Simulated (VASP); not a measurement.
# TaSi2 (C2) in VASP: a series of runs

The runs below take TaSi2 through single point, with PBE.

Everything below comes from runs of VASP 6.6.1. Logs are shortened: lines on timing, memory, paths and dates and some standing lists are left out, and cuts for length are marked.

**1. The cell of the first run**

The structure is monoclinic, space group C2 (No. 5). Conventional cell: a = 4.805 Å, b = 8.323 Å, c = 6.599 Å, α = 90.00°, β = 90.00°, γ = 90.00°. Within 3.5 Å of Ta (site symmetry 2) lie 10 Si at 2.62 to 2.92 Å and 4 Ta at 3.26 Å. Within 3.5 Å of Ta (site symmetry 1) lie 10 Si at 2.62 to 2.84 Å and 4 Ta at 3.26 Å. Within 3.4 Å of Si (site symmetry 2) lie 9 Si at 2.55 to 3.39 Å and 5 Ta at 2.64 to 2.92 Å. Si (site symmetry 1) has 9 Si at 2.55 to 3.34 Å and 5 Ta at 2.62 to 2.84 Å within 3.4 Å. Within 3.4 Å of Si (site symmetry 1) lie 9 Si at 2.57 to 3.39 Å and 5 Ta at 2.62 to 2.84 Å. Within 3.4 Å of Si (site symmetry 2) lie 9 Si at 2.57 to 3.34 Å and 5 Ta at 2.62 to 2.84 Å.

**2. Single point, PBE (atom 4 (Si) moved -0.080 Å towards its neighbour atom 1 (Ta) at 2.839 Å)**

Contents of INCAR:

```
SYSTEM = TaSi2
PREC = Accurate
ENCUT = 520
EDIFF = 1E-7
ISMEAR = 0
SIGMA = 0.15
LREAL = .FALSE.
LASPH = .TRUE.
NELM = 100
ALGO = Normal
ISIF = 2
LWAVE = .FALSE.
LCHARG = .FALSE.
GGA = PE
NBANDS = 38
```

Contents of KPOINTS:

```
regular mesh
0
G
  9 9 6
  0 0 0
```

Contents of POSCAR:

```
TaSi2
1.0
    4.8051009126      0.0000000000      0.0000000000
   -2.4025504563      4.1613394580      0.0000000000
    0.0000000000      0.0000000000      6.5988658829
Ta Si
3 6
Direct
    0.5000000000      0.0000000000      0.5000000000
    0.5000000000      0.5000000000      0.8333333333
    0.0000000000      0.5000000000      0.1666666667
    0.1493077029      0.2986154058      0.5000000000
    0.8410800075      0.1589199925      0.8333333333
    0.6821600150      0.8410800075      0.1666666667
    0.8410800075      0.6821600150      0.5000000000
    0.1589199925      0.8410800075      0.8333333333
    0.3178399850      0.1589199925      0.1666666667
```

Potentials or basis: VASP PAW PBE potentials, release 64 (Ta_pv, Si).

Run with:

```console
cat potpaw_PBE.64/Ta_pv/POTCAR potpaw_PBE.64/Si/POTCAR > POTCAR
mpirun -np 1 vasp_std > vasp.out
```

OUTCAR:

```text
SYSTEM = TaSi2
   PREC = Accurate
   ENCUT = 520
   EDIFF = 1E-7
   ISMEAR = 0
   LREAL = .FALSE.
   LASPH = .TRUE.
   NELM = 100
   ISIF = 2
   GGA = PE

 ion  position               nearest neighbor table
   1  0.500  0.000  0.500-   5 2.62   8 2.62   6 2.62   9 2.62   4 2.70   4 2.70   7 2.74   7 2.74
                             7 2.84   4 2.92   2 3.26   2 3.26   3 3.26   3 3.26
   2  0.500  0.500  0.833-   7 2.62   6 2.62   9 2.62   4 2.64   5 2.74   8 2.74   8 2.74   5 2.74
                             8 2.84   5 2.84   1 3.26   1 3.26   3 3.26   3 3.26
   3  0.000  0.500  0.167-   7 2.62   5 2.62   8 2.62   4 2.64   9 2.74   6 2.74   9 2.74   6 2.74
                             6 2.84   9 2.84   1 3.26   1 3.26   2 3.26   2 3.26
   4  0.149  0.299  0.500-   9 2.55   5 2.55   7 2.57   2 2.64   3 2.64   1 2.70   1 2.70   7 2.88
                             7 2.88   1 2.92   8 3.13   6 3.13
   5  0.841  0.159  0.833-   4 2.55   6 2.57   1 2.62   3 2.62   8 2.65   2 2.74   2 2.74   2 2.84
                             8 2.84   8 2.84
   6  0.682  0.841  0.167-   7 2.57   5 2.57   1 2.62   2 2.62   9 2.65   3 2.74   3 2.74   3 2.84
                             9 2.84   9 2.84   4 3.13
   7  0.841  0.682  0.500-   4 2.57   6 2.57   8 2.57   2 2.62   3 2.62   1 2.74   1 2.74   1 2.84
                             4 2.88   4 2.88
   8  0.159  0.841  0.833-   7 2.57   9 2.57   1 2.62   3 2.62   5 2.65   2 2.74   2 2.74   2 2.84
                             5 2.84   5 2.84   4 3.13
   9  0.318  0.159  0.167-   4 2.55   8 2.57   1 2.62   2 2.62   6 2.65   3 2.74   3 2.74   3 2.84
                             6 2.84   6 2.84

  LATTYP: Found a hexagonal cell.
 ALAT       =     4.8051009126
 C/A-ratio  =     1.3733043287

  Lattice vectors:

 A1 = (   4.8051009126,   0.0000000000,   0.0000000000)
 A2 = (  -2.4025504563,   4.1613394580,   0.0000000000)
 A3 = (   0.0000000000,   0.0000000000,   6.5988658829)

Analysis of symmetry for initial positions (statically):
=====================================================================
 Subroutine PRICEL returns:
 Original cell was already a primitive cell.

 Routine SETGRP: Setting up the symmetry group for a
 hexagonal supercell.

 Subroutine GETGRP returns: Found  2 space group operations
 (whereof  2 operations were pure point group operations)
 out of a pool of 24 trial point group operations.

The static configuration has the point symmetry C_2 .

Analysis of symmetry for dynamics (positions and initial velocities):
=====================================================================
 Subroutine PRICEL returns:
[... 127 lines left out ...]
   IBRION =     -1    ionic relax: 0-MD 1-quasi-New 2-CG
   NFREE  =      0    steps in history (QN), initial steepest desc. (CG)
   ISIF   =      2    stress and relaxation
   ISYM   =      2    0-nonsym 1-usesym 2-fastsym
   POTIM  = 0.5000    time-step for ionic-motion
   TEBEG  =    0.0;   TEEND  =   0.0 temperature during run
   PSTRESS=    0.0 pullay stress
   NELECT =      57.0000    total number of electrons
   NUPDOWN=      -1.0000    fix difference up-down
   EMIN   =  10.00;   EMAX   =-10.00  energy-range for DOS
   EFERMI =   0.00;   METHOD = LEGACY
   ISMEAR =     0;   SIGMA  =   0.15  broadening in eV -4-tet -1-fermi 0-gaus
   EFERMI_NEDOS =   21; number of points for ismear=-14 and -15
   IALGO  =     38    algorithm
   IMIX   =      4    mixing-type and parameters
     AMIX     =   0.40;   BMIX     =  1.00
     AMIX_MAG =   1.60;   BMIX_MAG =  1.00
  volume/ion in A,a.u.               =      14.66        98.94
  Fermi-wavevector in a.u.,A,eV,Ry     =   1.237556  2.338641 20.837927  1.531544
  Thomas-Fermi vector in A             =   2.372118
   LORBIT       =      0    0 simple, 1 ext, 2 COOP (PROOUT), +10 PAW based schemes
   GGA     = PE    functional components
   LHFCALC =     F    Hartree Fock is set to
   AEXX    =    0.0000 exact exchange contribution
   IVDW    =     0    specifies the selected vdW correction
   LEPSILON=     F    determine dielectric tensor
   LRPA    =     F    only Hartree local field effects (RPA)
 non-spin polarized calculation
 Gauss-broadening in eV      SIGMA  =   0.15
  energy-cutoff  :      520.00
  volume of cell :      131.95
 maximum number of plane-waves:      3573
   NGX = 17   NGY = 17   NGZ = 25

 number of electron      57.0000007 magnetization

 Free energy of the ion-electron system (eV)
  ---------------------------------------------------
  ext. energy  EPLUGINS =         0.00000000
  ---------------------------------------------------
  free energy    TOTEN  =       -72.24529857 eV

  energy without entropy =      -72.20173375  energy(sigma->0) =      -72.22351616

 E-fermi :   9.2231     XC(G=0): -12.0139

 val. band max:        9.2177493750   @ k =  -0.1111   0.4444   0.3333
 cond. band min:       9.2259629121   @ k =   0.1111   0.4444   0.1667
 fundamental gap:      0.0082135371
 Fermi energy:         9.2231134438

 k-point     1 :       0.0000    0.0000    0.0000
  band No.  band energies     occupation
      1     -25.1878      2.00000
      2     -25.1853      2.00000
      3     -25.1743      2.00000
      4     -25.1302      2.00000
      5     -25.1175      2.00000
      6     -25.0318      2.00000
[... 973 lines left out ...]
     37      12.2528      0.00000
     38      12.9332      0.00000

 [... further k-points ...]
[... 5 lines left out ...]
  --------------------------------------------------------------------------------------
  -------------------------------------------------------------------------------------
  Total        0.1514828      0.4156332     -0.1313287      0.0000000      0.0000000     -0.2054002
  in kB        1.8393692      5.0467969     -1.5946490      0.0000000      0.0000000     -2.4940576
  external PRESSURE =       1.7638390 kB  Pullay stress =       0.0000000 kB

 VOLUME and BASIS-vectors are now :
 -----------------------------------------------------------------------------
  energy-cutoff  :      520.00
  volume of cell :      131.95
      direct lattice vectors                 reciprocal lattice vectors
     4.805100913  0.000000000  0.000000000     0.208112175  0.120153620  0.000000000
    -2.402550456  4.161339458  0.000000000     0.000000000  0.240307240  0.000000000
     0.000000000  0.000000000  6.598865883     0.000000000  0.000000000  0.151541192

 POSITION                                       TOTAL-FORCE (eV/Angst)
 -----------------------------------------------------------------------------------
      2.40255      0.00000      3.29943        -0.000000     -0.213757      0.000000
      1.20128      2.08067      5.49905        -0.039531     -0.061298     -0.093509
     -1.20128      2.08067      1.09981         0.039531     -0.061298      0.093509
      0.00000      1.24264      3.29943        -0.000000      0.634896      0.000000
      3.65966      0.66132      5.49905        -0.052316      0.029638      0.066900
      1.25711      3.50002      1.09981        -0.044084     -0.062094     -0.021314
      2.40255      2.83870      3.29943         0.000000     -0.233632      0.000000
     -1.25711      3.50002      5.49905         0.044084     -0.062094      0.021314
      1.14544      0.66132      1.09981         0.052316      0.029638     -0.066900
 -----------------------------------------------------------------------------------
    total drift:                                0.000000      0.000014     -0.000000

  FREE ENERGIE OF THE ION-ELECTRON SYSTEM (eV)
  ---------------------------------------------------
  free  energy   TOTEN  =       -72.2452985663 eV

  energy  without entropy=      -72.2017337543  energy(sigma->0) =      -72.22351616
```

stdout:

```text
POSCAR found type information on POSCAR TaSi
 POSCAR found :  2 types and       9 ions
 scaLAPACK will be used
 LDA part: xc-table for (Slater+PW92), standard interpolation
 POSCAR, INCAR and KPOINTS ok, starting setup
 FFT: planning ... GRIDC
 FFT: planning ... GRID_SOFT
 FFT: planning ... GRID
 WAVECAR not read
 entering main loop
```

Wall time 5.8 min (1 thread of Intel Xeon 6975P-C (Granite Rapids), shared host); peak memory 0.63 GiB.

Results:

```yaml
Free_energy: -72.2453 eV
Pressure: 0.2 GPa
Largest_force: 0.635 eV/Å
```

Forces on the atoms (eV/Å):
```
Ta   0.000 -0.214  0.000
Ta  -0.040 -0.061 -0.094
Ta   0.040 -0.061  0.094
Si   0.000  0.635  0.000
Si  -0.052  0.030  0.067
Si  -0.044 -0.062 -0.021
Si   0.000 -0.234  0.000
Si   0.044 -0.062  0.021
Si   0.052  0.030 -0.067
```

Levels at points of the mesh, in eV from the Fermi level:
| k point | band 27 | band 28 | band 29 | band 30 | band 31 | band 32 |
| --- | --- | --- | --- | --- | --- | --- |
| (0.00, 0.00, 0.00) | -2.11 | -2.10 | -1.42 | 0.76 | 2.88 | 2.89 |
| (0.00, 0.00, 0.50) | -1.78 | -1.68 | 1.13 | 1.14 | 2.45 | 2.52 |

Caveat: the cell differs from its parent crystal (atom 4 (Si) moved -0.080 Å towards its neighbour atom 1 (Ta) at 2.839 Å); spin-orbit coupling is left out, which moves the levels of the heavy elements.

**3. Single point, PBE (atom 4 (Si) moved -0.040 Å towards its neighbour atom 1 (Ta) at 2.839 Å)**

Contents of INCAR:

```
SYSTEM = TaSi2
ALGO = Normal
EDIFF = 1E-6
ENCUT = 520
GGA = PE
ISIF = 2
ISMEAR = 0
LASPH = .TRUE.
LCHARG = .FALSE.
LREAL = .FALSE.
LWAVE = .FALSE.
NBANDS = 38
NELM = 100
PREC = Accurate
SIGMA = 0.15
```

Contents of KPOINTS:

```
k-points
0
G
  9 9 6
  0 0 0
```

POSCAR: that of step 2 with these lines changed.

```diff
@@ -11,3 +11,3 @@
     0.0000000000      0.5000000000      0.1666666667
-    0.1493077029      0.2986154058      0.5000000000
+    0.1541138477      0.3082276954      0.5000000000
     0.8410800075      0.1589199925      0.8333333333
```

Potentials or basis: VASP PAW PBE potentials, release 64 (Ta_pv, Si).

Run with:

```console
cat potpaw_PBE.64/Ta_pv/POTCAR potpaw_PBE.64/Si/POTCAR > POTCAR
mpirun -np 1 vasp_std > vasp.out
```

It took 5.4 min on 1 thread of Intel Xeon 6975P-C (Granite Rapids), shared host; peak memory 0.62 GiB.

Results (log left out):

| Quantity | Value |
| --- | --- |
| Free energy | -72.2643 eV |
| Pressure | 0.1 GPa |
| Largest force | 0.316 eV/Å |

Forces in eV/Å, atoms in the order of the input:
```
Ta   0.000 -0.113  0.000
Ta  -0.020 -0.029 -0.048
Ta   0.020 -0.029  0.048
Si   0.000  0.316  0.000
Si  -0.028  0.016  0.033
Si  -0.024 -0.032 -0.010
Si   0.000 -0.110  0.000
Si   0.024 -0.032  0.010
Si   0.028  0.016 -0.033
```

Stress tensor (GPa, compression positive):
```
 0.13  0.00 -0.12
 0.00  0.26  0.00
-0.12  0.00 -0.02
```

Levels at points of the mesh, in eV from the Fermi level:
```csv
k point,band 27,band 28,band 29,band 30,band 31,band 32
"(0.00, 0.00, 0.00)",-2.14,-2.14,-1.46,0.75,2.91,2.92
"(0.00, 0.00, 0.50)",-1.79,-1.73,1.12,1.13,2.49,2.53
```

Caveat: the cell differs from its parent crystal (atom 4 (Si) moved -0.040 Å towards its neighbour atom 1 (Ta) at 2.839 Å); spin-orbit coupling is left out, which moves the levels of the heavy elements.
